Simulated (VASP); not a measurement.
# BN (R3m) in VASP: further runs, part 2 of 2

VASP 6.6.1. Earlier steps stand in the parts before.

## 4. Single point, PBEsol

This run uses another cell than the first one, of 9.14 Å³/atom, 0.980 times its volume.

Contents of INCAR:

```
PREC = Accurate
ENCUT = 600
EDIFF = 1E-6
ISMEAR = -1
SIGMA = 0.05
LREAL = F
LASPH = T
NELM = 120
ALGO = Normal
ISIF = 2
LWAVE = F
LCHARG = F
GGA = PS
NBANDS = 11
GGA_COMPAT = F
```

Contents of KPOINTS:

```
regular mesh
0
Gamma
  8 8 8
```

Contents of POSCAR:

```
BN
1.0
    1.2511217832      0.7223354983      3.3729344033
   -1.2511217832      0.7223354983      3.3729344033
    0.0000000000     -1.4446709966      3.3729344033
N B
1 1
Direct
    0.6672382000      0.6672382000      0.6672382000
    0.0003288000      0.0003288000      0.0003288000
```

Potentials or basis: VASP PAW PBE potentials, release 64 (N, B).

Run with:

```sh
> cat potpaw_PBE.64/N/POTCAR potpaw_PBE.64/B/POTCAR > POTCAR
> mpirun -np 1 vasp_std > vasp.out
```

OUTCAR:

```text
PREC = Accurate
   ENCUT = 600
   EDIFF = 1E-6
   ISMEAR = -1
   LREAL = F
   LASPH = T
   NELM = 120
   ISIF = 2
   GGA = PS

 ion  position               nearest neighbor table
   1  0.667  0.667  0.667-   2 1.44   2 1.44   2 1.44
   2  0.000  0.000  0.000-   1 1.44   1 1.44   1 1.44

  LATTYP: Found a trigonal (rhomboedric) cell.
 ALAT       =     3.6692997666
 COS(alpha) =     0.7674786797

  Lattice vectors:

 A1 = (   1.2511217832,   0.7223354983,   3.3729344033)
 A2 = (  -1.2511217832,   0.7223354983,   3.3729344033)
 A3 = (   0.0000000000,  -1.4446709966,   3.3729344033)

Analysis of symmetry for initial positions (statically):
=====================================================================
 Subroutine PRICEL returns:
 Original cell was already a primitive cell.

 Routine SETGRP: Setting up the symmetry group for a
 trigonal (rhombohedral) supercell.

 Subroutine GETGRP returns: Found  6 space group operations
 (whereof  6 operations were pure point group operations)
 out of a pool of 12 trial point group operations.

The static configuration has the point symmetry C_3v.

Analysis of symmetry for dynamics (positions and initial velocities):
=====================================================================
 Subroutine PRICEL returns:
 Original cell was already a primitive cell.

 Routine SETGRP: Setting up the symmetry group for a
 trigonal (rhombohedral) supercell.

 Subroutine GETGRP returns: Found  6 space group operations
 (whereof  6 operations were pure point group operations)
 out of a pool of 12 trial point group operations.

The dynamic configuration has the point symmetry C_3v.

 Subroutine INISYM returns: Found  6 space group operations
 (whereof  6 operations are pure point group operations),
 and found     1 'primitive' translations

----------------------------------------------------------------------------------------

                                     Primitive cell

  volume of cell :      18.2893

  direct lattice vectors                    reciprocal lattice vectors
     1.251121783  0.722335498  3.372934403     0.399641351  0.230733042  0.098825916
    -1.251121783  0.722335498  3.372934403    -0.399641351  0.230733042  0.098825916
     0.000000000 -1.444670997  3.372934403     0.000000000 -0.461466083  0.098825916

  length of vectors
     3.669299767  3.669299767  3.669299767     0.471929558  0.471929558  0.471929558

  position of ions in fractional coordinates (direct lattice)
     0.667238200  0.667238200  0.667238200
     0.000328800  0.000328800  0.000328800

  ion indices of the primitive-cell ions
   primitive index   ion index
                 1           1
                 2           2

----------------------------------------------------------------------------------------

 KPOINTS: regular mesh

Automatic generation of k-mesh.
 Grid dimensions read from file:
 generate k-points for:    8    8    8

 Generating k-lattice:

  Cartesian coordinates                     Fractional coordinates (reciprocal lattice)
     0.049955169  0.028841630  0.012353240     0.125000000 -0.000000000  0.000000000
    -0.049955169  0.028841630  0.012353240    -0.000000000  0.125000000  0.000000000
     0.000000000 -0.057683260  0.012353240     0.000000000  0.000000000  0.125000000

  Length of vectors
     0.058991195  0.058991195  0.058991195

  Shift w.r.t. Gamma in fractional coordinates (k-lattice)
     0.000000000  0.000000000  0.000000000

 Subroutine IBZKPT returns following result:
 ===========================================

 Found     65 irreducible k-points:

 Following reciprocal coordinates:
            Coordinates               Weight
  0.000000  0.000000  0.000000      1.000000
  0.125000 -0.000000 -0.000000      6.000000
  0.250000 -0.000000 -0.000000      6.000000
  0.375000 -0.000000 -0.000000      6.000000
  0.500000 -0.000000 -0.000000      3.000000
  0.125000  0.125000 -0.000000      6.000000
[... 16 lines left out ...]
  0.250000  0.125000  0.125000      6.000000
  0.375000  0.125000  0.125000      6.000000
 [... further k-points ...]
   k-points           NKPTS =     65   k-points in BZ     NKDIM =     65   number of bands    NBANDS=     11
   number of dos      NEDOS =    301   number of ions     NIONS =      2
   total plane-waves  NPLWV =  27000
   dimension x,y,z NGX =    30 NGY =   30 NGZ =   30
   dimension x,y,z NGXF=    60 NGYF=   60 NGZF=   60
   ions per type =               1   1
   NGX,Y,Z   is equivalent  to a cutoff of  13.59, 13.59, 13.59 a.u.
   NGXF,Y,Z  is equivalent  to a cutoff of  27.18, 27.18, 27.18 a.u.
 SYSTEM =  unknown system
   PREC   = accura    normal or accurate (medium, high low for compatibility)
   ISTART =      0    job   : 0-new  1-cont  2-samecut
   ICHARG =      2    charge: 1-file 2-atom 10-const
   ISPIN  =      1    spin polarized calculation?
   LNONCOLLINEAR =      F non collinear calculations
   LSORBIT =      F    spin-orbit coupling
   LASPH  =      T    aspherical Exc in radial PAW
   ENCUT  =  600.0 eV  44.10 Ry    6.64 a.u.   7.33  7.33  7.33*2*pi/ulx,y,z
   NELM   =    120;   NELMIN=  2; NELMDL= -5     # of ELM steps
   EDIFF  = 0.1E-05   stopping-criterion for ELM
   LREAL  =      F    real-space projection
   EDIFFG = 0.1E-04   stopping-criterion for IOM
   NSW    =      0    number of steps for IOM
   IBRION =     -1    ionic relax: 0-MD 1-quasi-New 2-CG
   NFREE  =      0    steps in history (QN), initial steepest desc. (CG)
   ISIF   =      2    stress and relaxation
   ISYM   =      2    0-nonsym 1-usesym 2-fastsym
   POTIM  = 0.5000    time-step for ionic-motion
   TEBEG  =    0.0;   TEEND  =   0.0 temperature during run
   PSTRESS=    0.0 pullay stress
   NELECT =       8.0000    total number of electrons
   NUPDOWN=      -1.0000    fix difference up-down
   EMIN   =  10.00;   EMAX   =-10.00  energy-range for DOS
   EFERMI =   0.00;   METHOD = LEGACY
   ISMEAR =    -1;   SIGMA  =   0.05  broadening in eV -4-tet -1-fermi 0-gaus
   EFERMI_NEDOS =   21; number of points for ismear=-14 and -15
   IALGO  =     38    algorithm
   IMIX   =      4    mixing-type and parameters
     AMIX     =   0.40;   BMIX     =  1.00
     AMIX_MAG =   1.60;   BMIX_MAG =  1.00
  volume/ion in A,a.u.               =       9.14        61.71
  Fermi-wavevector in a.u.,A,eV,Ry     =   1.242717  2.348395 21.012099  1.544346
  Thomas-Fermi vector in A             =   2.377059
   LORBIT       =      0    0 simple, 1 ext, 2 COOP (PROOUT), +10 PAW based schemes
   GGA     = PS    functional components
   LHFCALC =     F    Hartree Fock is set to
   AEXX    =    0.0000 exact exchange contribution
   IVDW    =     0    specifies the selected vdW correction
   LEPSILON=     F    determine dielectric tensor
   LRPA    =     F    only Hartree local field effects (RPA)
 non-spin polarized calculation
  energy-cutoff  :      600.00
  volume of cell :       18.29
 maximum number of plane-waves:       628
 NGX is ok and might be reduce to    30
   NGX = 15   NGY = 15   NGZ = 15

 number of electron       8.0000000 magnetization

 Free energy of the ion-electron system (eV)
  ---------------------------------------------------
  ext. energy  EPLUGINS =         0.00000000
  ---------------------------------------------------
  free energy    TOTEN  =       -18.28790943 eV

  energy without entropy =      -18.28790943  energy(sigma->0) =      -18.28790943

 E-fermi :   3.0371     XC(G=0): -10.2084

 val. band max:        2.0411320729   @ k =  -0.1250   0.5000   0.1250
 cond. band min:       6.2263591146   @ k =   0.5000   0.5000  -0.0000
 fundamental gap:      4.1852270417
 Fermi energy:         3.0371390686

 k-point     1 :       0.0000    0.0000    0.0000
  band No.  band energies     occupation
      1     -15.6884      2.00000
      2      -2.1560      2.00000
      3       0.7879      2.00000
      4       0.7879      2.00000
      5       7.0184      0.00000
      6      13.6894      0.00000
      7      13.6894      0.00000
      8      15.1657      0.00000
      9      16.7698      0.00000
     10      27.7330      0.00000
     11      29.7588      0.00000
[... 309 lines left out ...]
 k-point    24 :       0.3750    0.1250    0.1250
  band No.  band energies     occupation
      1     -14.4259      2.00000
      2      -3.0489      2.00000
      3      -1.4396      2.00000
      4      -0.8304      2.00000
      5       9.8575      0.00000
      6      12.3477      0.00000
      7      13.5857      0.00000
      8      18.1754      0.00000
      9      18.9735      0.00000
     10      23.7121      0.00000
     11      25.6956      0.00000

 [... further k-points ...]
[... 5 lines left out ...]
  --------------------------------------------------------------------------------------
  -------------------------------------------------------------------------------------
  Total        0.1332939      0.1332939      0.0251620      0.0000000      0.0000000     -0.0000000
  in kB       11.6767817     11.6767817      2.2042379      0.0000000      0.0000000     -0.0000000
  external PRESSURE =       8.5192671 kB  Pullay stress =       0.0000000 kB

 VOLUME and BASIS-vectors are now :
 -----------------------------------------------------------------------------
  energy-cutoff  :      600.00
  volume of cell :       18.29
      direct lattice vectors                 reciprocal lattice vectors
     1.251121783  0.722335498  3.372934403     0.399641351  0.230733042  0.098825916
    -1.251121783  0.722335498  3.372934403    -0.399641351  0.230733042  0.098825916
     0.000000000 -1.444670997  3.372934403     0.000000000 -0.461466083  0.098825916

 POSITION                                       TOTAL-FORCE (eV/Angst)
 -----------------------------------------------------------------------------------
      0.00000      0.00000      6.75165         0.000000     -0.000000     -0.002602
      0.00000      0.00000      0.00333         0.000000      0.000000      0.002602
 -----------------------------------------------------------------------------------
    total drift:                               -0.000000     -0.000000     -0.000052

  FREE ENERGIE OF THE ION-ELECTRON SYSTEM (eV)
  ---------------------------------------------------
  free  energy   TOTEN  =       -18.2879094287 eV

  energy  without entropy=      -18.2879094286  energy(sigma->0) =      -18.28790943
```

stdout:

```text
POSCAR found type information on POSCAR N B
 POSCAR found :  2 types and       2 ions
 scaLAPACK will be used
 -----------------------------------------------------------------------------
|                                                                             |
|                                                                             |
|     You enforced a specific xc type in the INCAR file but a different       |
|     I HOPE YOU KNOW WHAT YOU ARE DOING!                                     |
|                                                                             |
 -----------------------------------------------------------------------------

 LDA part: xc-table for (Slater+PW92), standard interpolation
 POSCAR, INCAR and KPOINTS ok, starting setup
 FFT: planning ... GRIDC
 FFT: planning ... GRID_SOFT
 FFT: planning ... GRID
 WAVECAR not read
 entering main loop
```

It took 15 s on 1 thread of AMD EPYC 9R45 (Zen 5), shared host; peak memory 0.13 GiB.

Results:

```yaml
Free_energy: -18.2879 eV
Pressure: 0.9 GPa
Band_gap_on_the_k_mesh: 4.19 eV, indirect (least direct gap 4.88 eV)
```

Forces in eV/Å, atoms in the order of the input:
```
N    0.000  0.000 -0.003
B    0.000  0.000  0.003
```

Caveat: the PAW data sets were made with another functional, which shifts forces and pressure a little.

## 5. Single point, PBE0

This run uses another cell than the first one, of 9.14 Å³/atom, 0.980 times its volume.

POSCAR is that of step 4.

Contents of INCAR.step1:

```
SYSTEM = BN
PREC = Accurate
ENCUT = 520
EDIFF = 1E-5
ISMEAR = -1
SIGMA = 0.05
LREAL = .False.
LASPH = .True.
NELM = 80
ALGO = Normal
ISIF = 2
LWAVE = .True.
NBANDS = 11
GGA = PE
```

Contents of INCAR.step2:

```
SYSTEM = BN
PREC = Accurate
ENCUT = 520
EDIFF = 1E-7
ISMEAR = -1
SIGMA = 0.05
LREAL = .False.
LASPH = .True.
NELM = 80
ALGO = Normal
ISIF = 2
LWAVE = .False.
LCHARG = .True.
GGA = PE
LHFCALC = .True.
AEXX = 0.25
PRECFOCK = Normal
LELF = .True.
LVHAR = .True.
NBANDS = 11
ISTART = 1
```

Contents of KPOINTS:

```
Automatic mesh
0
Gamma
  8 8 8
  0 0 0
```

Run with:

```sh
> cat potpaw_PBE.64/N/POTCAR potpaw_PBE.64/B/POTCAR > POTCAR
> cp INCAR.step1 INCAR
> mpirun -np 1 vasp_std > vasp.out
> cp INCAR.step2 INCAR
> mpirun -np 1 vasp_std > vasp.out
```

Wall time 66 min (1 thread of Intel Xeon Platinum 8375C at 2.90GHz (Ice Lake), shared host); peak memory 0.18 GiB.

It converged, with:

- Free energy: -21.3456 eV
- Pressure: -1.2 GPa
- Largest force: 0.007 eV/Å
- Band gap on the k mesh: 6.32 eV, indirect (least direct gap 7.09 eV)

Forces in eV/Å, atoms in the order of the input:
```
N    0.000  0.000 -0.007
B    0.000  0.000  0.007
```

Stress tensor (GPa, compression positive):
```
-2.66  0.00  0.00
 0.00 -2.66  0.00
 0.00  0.00  1.60
```

Levels at points of the mesh, in eV from the valence-band top:
```csv
k point,band 2,band 3,band 4,band 5,band 6,band 7
"(0.00, 0.00, 0.00)",-4.60,-1.53,-1.53,7.07,14.23,14.23
"(0.50, 0.00, 0.00)",-9.87,-4.56,-0.65,7.46,12.29,15.33
"(0.50, 0.50, 0.00)",-9.74,-4.62,-1.27,6.32,12.27,16.65
"(0.50, 0.50, 0.50)",-6.74,-1.55,-1.55,12.57,14.15,14.15
```

Caveat: the PAW data sets were made with another functional, which shifts forces and pressure a little. A k mesh can miss the band edges.

## 6. Summary

```tsv
level	cell	k mesh	cutoff (eV)	grid for exact exchange (PRECFOCK)	gap on the mesh (eV)	pressure (GPa)	largest force (eV/Å)
PBE0	a = 3.694 Å, angles 39.9°, 2 atoms	6 × 6 × 6	520	Normal	6.30	-6.0	0.01
PBE0	a = 3.620 Å, angles 39.9°, 2 atoms	8 × 8 × 8	520	Normal	6.36	9.5	-
PBEsol	a = 3.669 Å, angles 39.9°, 2 atoms	8 × 8 × 8	600	-	4.19	0.9	-
PBE0	a = 3.669 Å, angles 39.9°, 2 atoms	8 × 8 × 8	520	Normal	6.32	-1.2	0.01
```

Alike in all rows: task single point; potentials or basis VASP PAW PBE potentials, release 64 (N, B); no spin polarisation; smearing fermi-dirac 0.05 eV.

Caveats: some runs use coarse meshes; the PAW data sets were made with another functional, which shifts forces and pressure a little.

Absolute energies hang on the potentials; compare differences alone.
